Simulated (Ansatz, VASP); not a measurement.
## One calculation of BN, two programs

```
CELL_PARAMETERS angstrom
0.00000 1.75068 1.75068
1.75068 0.00000 1.75068
1.75068 1.75068 0.00000
ATOMIC_POSITIONS crystal
B 0.00000 0.00000 0.00000
N 0.25000 0.25000 0.25000
```

Change from the starting cell: hydrostatic strain -3.0%.

Alike in both runs: task single point; functional PBE; k mesh 12 × 12 × 12; occupations fermi-dirac, width 0.02 eV; no spin polarisation.

|  | VASP | Ansatz |
| --- | --- | --- |
| version | VASP 6.6.1 | Ansatz 0.2.0 |
| potentials or method | VASP PAW PBE potentials, release 64 (B, N) | plane waves, PAW |
| plane-wave cutoff (eV) | 520 | 420 |
| valence electrons in the cell | 8 | 8 |

Ansatz gave:

| Property | Result |
| --- | --- |
| gap on the k mesh at the Fermi level (eV) | 4.57 |
| pressure (GPa) | 46.6 |

Estimate VASP's values.

gap on the k mesh at the Fermi level (eV): 4.55; pressure (GPa): 47.2.

Both programs put the cell under a high pressure, so it lies far from rest at this level.
